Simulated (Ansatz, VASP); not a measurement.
**Ca: VASP beside Ansatz**

```
Ca
1.0
    -2.24000    2.24000    2.24000
     2.24000   -2.24000    2.24000
     2.24000    2.24000   -2.24000
Ca
1
Cartesian
  0.0000 0.0000 0.0000
```

Alike in both runs: task relaxation of cell and atoms; functional BLYP; dispersion D3(BJ); k mesh 8 × 8 × 8; occupations fermi-dirac, width 0.05 eV; no spin polarisation.

```csv
,VASP,Ansatz
version,VASP 6.6.1,Ansatz 0.2.0
potentials or method,"VASP PAW PBE potentials, release 64 (Ca_sv), cutoff 600 eV","all-electron LAPW, scalar-relativistic"
```

```csv
,VASP,Ansatz,Ansatz less VASP
relaxed volume (Å³/atom),36.98,36.95,-0.029
relaxed cell length with the largest relative difference (Å),3.635,3.634,-0.0010
```

VASP's potentials were made for PBE, not for BLYP. Ansatz ran all-electron here, and VASP with PAW potentials.

Noted on VASP's run: the volume moved by over 15 % at a fixed basis, so the end points are rough. Noted on Ansatz's run: the volume moved by over 15 % at a fixed basis, so the end points are rough.
